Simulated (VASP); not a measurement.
# BN (P6_3/mmc) in VASP: further runs

Runs on BN. Level: PBEsol. Tasks: relaxation of cell and atoms.

Program: VASP 6.6.1. These are calculated values, not measurements. Logs are shortened: lines on timing, memory, paths and dates and some standing lists are left out, and cuts for length are marked.

### Step 1. The cell of the first run

It takes space group P6_3/mmc (No. 194, hexagonal). The conventional cell has a = 2.498 Å, b = 2.498 Å, c = 6.636 Å, α = 90.00°, β = 90.00°, γ = 120.00°. Within 1.9 Å of N (site symmetry -6m2) lie 3 B at 1.44 Å. Within 1.9 Å of B (site symmetry -6m2) lie 3 N at 1.44 Å.

### Step 2. Relaxation of cell and atoms, PBEsol

INCAR

```
  ALGO = Normal
  EDIFF = 1E-6
  EDIFFG = -0.02
  ENCUT = 600
  GGA = PS
  IBRION = 2
  ISIF = 3
  ISMEAR = -1
  LASPH = True
  LCHARG = False
  LREAL = False
  LWAVE = False
  NELM = 80
  NSW = 80
  PREC = Accurate
  SIGMA = 0.05
```

KPOINTS

```
k-points
0
Gamma
  12 12 4
```

POSCAR

```
BN
1.0
    2.4982400000      0.0000000000      0.0000000000
   -1.2491200000      2.1635393048      0.0000000000
    0.0000000000      0.0000000000      6.6357000000
N B
2 2
Direct
    0.6666666667      0.3333333333      0.2500000000
    0.3333333333      0.6666666667      0.7500000000
    0.6666666667      0.3333333333      0.7500000000
    0.3333333333      0.6666666667      0.2500000000
```

Potentials or basis: VASP PAW PBE potentials, release 64 (N, B).

Started as:

```console
$ cat potpaw_PBE.64/N/POTCAR potpaw_PBE.64/B/POTCAR > POTCAR
$ mpirun -np 1 vasp_std > vasp.out
```

OUTCAR:

```text
EDIFF = 1E-6
   EDIFFG = -0.02
   ENCUT = 600
   GGA = PS
   IBRION = 2
   ISIF = 3
   ISMEAR = -1
   LASPH = True
   LREAL = False
   NELM = 80
   NSW = 80
   PREC = Accurate

 ion  position               nearest neighbor table
   1  0.667  0.333  0.250-   4 1.44   4 1.44   4 1.44
   2  0.333  0.667  0.750-   3 1.44   3 1.44   3 1.44
   3  0.667  0.333  0.750-   2 1.44   2 1.44   2 1.44
   4  0.333  0.667  0.250-   1 1.44   1 1.44   1 1.44

  LATTYP: Found a hexagonal cell.
 ALAT       =     2.4982400000
 C/A-ratio  =     2.6561499296

  Lattice vectors:

 A1 = (   2.4982400000,   0.0000000000,   0.0000000000)
 A2 = (  -1.2491200000,   2.1635393048,   0.0000000000)
 A3 = (   0.0000000000,   0.0000000000,   6.6357000000)

Analysis of symmetry for initial positions (statically):
=====================================================================
 Subroutine PRICEL returns:
 Original cell was already a primitive cell.

 Routine SETGRP: Setting up the symmetry group for a
 hexagonal supercell.

 Subroutine GETGRP returns: Found 24 space group operations
 (whereof 12 operations were pure point group operations)
 out of a pool of 24 trial point group operations.

The static configuration has the point symmetry D_3d.
 The point group associated with its full space group is D_6h.

Analysis of symmetry for dynamics (positions and initial velocities):
=====================================================================
 Subroutine PRICEL returns:
 Original cell was already a primitive cell.

 Routine SETGRP: Setting up the symmetry group for a
 hexagonal supercell.

 Subroutine GETGRP returns: Found 24 space group operations
 (whereof 12 operations were pure point group operations)
 out of a pool of 24 trial point group operations.

The dynamic configuration has the point symmetry D_3d.
 The point group associated with its full space group is D_6h.

 Subroutine INISYM returns: Found 24 space group operations
 (whereof 12 operations are pure point group operations),
 and found     1 'primitive' translations

----------------------------------------------------------------------------------------

                                     Primitive cell

  volume of cell :      35.8662

  direct lattice vectors                    reciprocal lattice vectors
     2.498240000  0.000000000  0.000000000     0.400281798  0.231102804  0.000000000
    -1.249120000  2.163539305  0.000000000     0.000000000  0.462205608  0.000000000
     0.000000000  0.000000000  6.635700000     0.000000000  0.000000000  0.150700002

  length of vectors
     2.498240000  2.498240000  6.635700000     0.462205608  0.462205608  0.150700002

  position of ions in fractional coordinates (direct lattice)
     0.666666667  0.333333333  0.250000000
     0.333333333  0.666666667  0.750000000
     0.666666667  0.333333333  0.750000000
     0.333333333  0.666666667  0.250000000

  ion indices of the primitive-cell ions
   primitive index   ion index
                 1           1
                 2           2
                 3           3
                 4           4

----------------------------------------------------------------------------------------

 KPOINTS: k-points

Automatic generation of k-mesh.
 Grid dimensions read from file:
 generate k-points for:   12   12    4

 Generating k-lattice:

  Cartesian coordinates                     Fractional coordinates (reciprocal lattice)
     0.033356817  0.019258567  0.000000000     0.083333333 -0.000000000  0.000000000
     0.000000000  0.038517134  0.000000000     0.000000000  0.083333333  0.000000000
     0.000000000  0.000000000  0.037675000     0.000000000  0.000000000  0.250000000

  Length of vectors
     0.038517134  0.038517134  0.037675000

  Shift w.r.t. Gamma in fractional coordinates (k-lattice)
     0.000000000  0.000000000  0.000000000

 Subroutine IBZKPT returns following result:
 ===========================================

 Found     57 irreducible k-points:

 Following reciprocal coordinates:
            Coordinates               Weight
  0.000000  0.000000  0.000000      1.000000
  0.083333 -0.000000  0.000000      6.000000
  0.166667  0.000000  0.000000      6.000000
  0.250000  0.000000  0.000000      6.000000
  0.333333  0.000000  0.000000      6.000000
  0.416667  0.000000  0.000000      6.000000
[... 16 lines left out ...]
  0.250000  0.000000  0.250000     12.000000
  0.333333  0.000000  0.250000     12.000000
 [... further k-points ...]
   k-points           NKPTS =     57   k-points in BZ     NKDIM =     57   number of bands    NBANDS=     12
   number of dos      NEDOS =    301   number of ions     NIONS =      4
   total plane-waves  NPLWV =  21600
   dimension x,y,z NGX =    20 NGY =   20 NGZ =   54
   dimension x,y,z NGXF=    40 NGYF=   40 NGZF=  108
   ions per type =               2   2
   NGX,Y,Z   is equivalent  to a cutoff of  13.31, 13.31, 13.53 a.u.
   NGXF,Y,Z  is equivalent  to a cutoff of  26.62, 26.62, 27.06 a.u.
 SYSTEM =  unknown system
   PREC   = accura    normal or accurate (medium, high low for compatibility)
   ISTART =      0    job   : 0-new  1-cont  2-samecut
   ICHARG =      2    charge: 1-file 2-atom 10-const
   ISPIN  =      1    spin polarized calculation?
   LNONCOLLINEAR =      F non collinear calculations
   LSORBIT =      F    spin-orbit coupling
   LASPH  =      T    aspherical Exc in radial PAW
   ENCUT  =  600.0 eV  44.10 Ry    6.64 a.u.   4.99  4.99 13.25*2*pi/ulx,y,z
   NELM   =     80;   NELMIN=  2; NELMDL= -5     # of ELM steps
   EDIFF  = 0.1E-05   stopping-criterion for ELM
   LREAL  =      F    real-space projection
   EDIFFG = -.2E-01   stopping-criterion for IOM
   NSW    =     80    number of steps for IOM
   IBRION =      2    ionic relax: 0-MD 1-quasi-New 2-CG
   NFREE  =      1    steps in history (QN), initial steepest desc. (CG)
   ISIF   =      3    stress and relaxation
   ISYM   =      2    0-nonsym 1-usesym 2-fastsym
   POTIM  = 0.5000    time-step for ionic-motion
   TEBEG  =    0.0;   TEEND  =   0.0 temperature during run
   PSTRESS=    0.0 pullay stress
   NELECT =      16.0000    total number of electrons
   NUPDOWN=      -1.0000    fix difference up-down
   EMIN   =  10.00;   EMAX   =-10.00  energy-range for DOS
   EFERMI =   0.00;   METHOD = LEGACY
   ISMEAR =    -1;   SIGMA  =   0.05  broadening in eV -4-tet -1-fermi 0-gaus
   EFERMI_NEDOS =   21; number of points for ismear=-14 and -15
   IALGO  =     38    algorithm
   IMIX   =      4    mixing-type and parameters
     AMIX     =   0.40;   BMIX     =  1.00
     AMIX_MAG =   1.60;   BMIX_MAG =  1.00
  volume/ion in A,a.u.               =       8.97        60.51
  Fermi-wavevector in a.u.,A,eV,Ry     =   1.250891  2.363842 21.289433  1.564729
  Thomas-Fermi vector in A             =   2.384864
   LORBIT       =      0    0 simple, 1 ext, 2 COOP (PROOUT), +10 PAW based schemes
   GGA     = PS    functional components
   LHFCALC =     F    Hartree Fock is set to
   AEXX    =    0.0000 exact exchange contribution
   IVDW    =     0    specifies the selected vdW correction
   LEPSILON=     F    determine dielectric tensor
   LRPA    =     F    only Hartree local field effects (RPA)
 conjugate gradient relaxation of ions
 non-spin polarized calculation
  energy-cutoff  :      600.00
  volume of cell :       35.87
 maximum number of plane-waves:      1224
 NGX is ok and might be reduce to    20
   NGX =  9   NGY =  9   NGZ = 27

--------------------------------------- Ionic step        1  -------------------------------------------

 number of electron      15.9999998 magnetization

 Free energy of the ion-electron system (eV)
  ---------------------------------------------------
  ext. energy  EPLUGINS =         0.00000000
  ---------------------------------------------------
  free energy    TOTEN  =       -36.56981712 eV

  energy without entropy =      -36.56981712  energy(sigma->0) =      -36.56981712

------------------------ aborting loop because EDIFF is reached ----------------------------------------

  FORCE on cell =-STRESS in cart. coord.  units (eV):
  Direction    XX          YY          ZZ          XY          YZ          ZX
  --------------------------------------------------------------------------------------
  -------------------------------------------------------------------------------------
  Total        0.6899447      0.6899447      0.1558651      0.0000000      0.0000000      0.0000000
  in kB       30.8204641     30.8204641      6.9626389      0.0000000      0.0000000      0.0000000
  external PRESSURE =      22.8678557 kB  Pullay stress =       0.0000000 kB
[... 175 lines left out ...]
  energy  without entropy=      -36.5726787186  energy(sigma->0) =      -36.57267872

--------------------------------------- Ionic step        6  -------------------------------------------

 number of electron      16.0000000 magnetization

 Free energy of the ion-electron system (eV)
  ---------------------------------------------------
  ext. energy  EPLUGINS =         0.00000000
  ---------------------------------------------------
  free energy    TOTEN  =       -36.57360243 eV

  energy without entropy =      -36.57360243  energy(sigma->0) =      -36.57360243

 E-fermi :   3.1146     XC(G=0): -10.1950

 val. band max:        2.0579662949   @ k =   0.3333   0.3333   0.5000
 cond. band min:       6.2492025842   @ k =   0.5000   0.0000   0.0000
 fundamental gap:      4.1912362893
 Fermi energy:         3.1145668676

 k-point     1 :       0.0000    0.0000    0.0000
  band No.  band energies     occupation
      1     -15.6776      2.00000
      2     -15.4082      2.00000
      3      -4.1587      2.00000
      4      -2.1374      2.00000
      5       0.7508      2.00000
      6       0.7508      2.00000
      7       0.7828      2.00000
      8       0.7828      2.00000
      9       7.0217      0.00000
     10      12.0447      0.00000
     11      13.5576      0.00000
     12      13.5576      0.00000
[... 331 lines left out ...]
 k-point    24 :       0.3333    0.0000    0.2500
  band No.  band energies     occupation
      1     -13.6583      2.00000
      2     -13.5221      2.00000
      3      -4.8195      2.00000
      4      -4.7682      2.00000
      5      -1.5083      2.00000
      6      -1.4700      2.00000
      7      -1.1280      2.00000
      8       0.0247      2.00000
      9       8.8382      0.00000
     10       9.3730      0.00000
     11      10.8153      0.00000
     12      12.1991      0.00000

 [... further k-points ...]

------------------------ aborting loop because EDIFF is reached ----------------------------------------

  FORCE on cell =-STRESS in cart. coord.  units (eV):
  Direction    XX          YY          ZZ          XY          YZ          ZX
  --------------------------------------------------------------------------------------
  -------------------------------------------------------------------------------------
  Total       -0.0007813     -0.0007813      0.0789932      0.0000000     -0.0000000      0.0000000
  in kB       -0.0341458     -0.0341458      3.4521266      0.0000000     -0.0000000      0.0000000
  external PRESSURE =       1.1279450 kB  Pullay stress =       0.0000000 kB
[... 19 lines left out ...]
  FREE ENERGIE OF THE ION-ELECTRON SYSTEM (eV)
  ---------------------------------------------------
  free  energy   TOTEN  =       -36.5736024341 eV

  energy  without entropy=      -36.5736024341  energy(sigma->0) =      -36.57360243

 reached required accuracy - stopping structural energy minimisation
```

Run time: 86 s. Hardware: 1 thread of Intel Xeon Platinum 8259CL at 2.50GHz (Skylake/Cascade Lake), shared host; peak memory 0.16 GiB.

What came out:

```
Free energy                            : -36.5736 eV
Relaxed volume                         : 9.17 Å³/atom
Relaxed cell                           : a = 2.505 Å, b = 2.505 Å, c = 6.745 Å, α = 90.00°, β = 90.00°, γ = 120.00°
Space group after relaxing (to 0.05 Å) : P6_3/mmc (No. 194)
Energy gained by relaxing              : 0.9 meV/atom
Ionic steps                            : 6
Pressure after relaxing                : 0.1 GPa
Band gap on the k mesh                 : 4.19 eV, indirect (least direct gap 4.58 eV)
```

Step by step:
```tsv
step	energy change (eV)	largest force (eV/Å)	pressure (GPa)	volume (Å³)
1	0.0000	0.0000	2.29	35.87
2	0.0050	0.0000	-3.64	36.53
3	-0.0020	0.0000	0.17	36.10
4	-0.0023	0.0000	0.14	36.15
5	-0.0029	0.0000	0.13	36.32
6	-0.0038	0.0000	0.11	36.66
```

Final structure:
```yaml
crystal:
  lattice:
    - [2.50524, 0.00000, 0.00000]
    - [-1.25262, 2.16960, 0.00000]
    - [0.00000, 0.00000, 6.74505]
  atoms:
    - { symbol: N, position: [0.66667, 0.33333, 0.25000] }
    - { symbol: N, position: [0.33333, 0.66667, 0.75000] }
    - { symbol: B, position: [0.66667, 0.33333, 0.75000] }
    - { symbol: B, position: [0.33333, 0.66667, 0.25000] }
```

Caveat: the PAW data sets were made with another functional, which shifts forces and pressure a little; this functional lacks dispersion, which binds the layers, so the pressure and a relaxed spacing across them are unreliable. Zero-point motion and thermal expansion aren't in these numbers.

(Continued in part 2 of 2.)
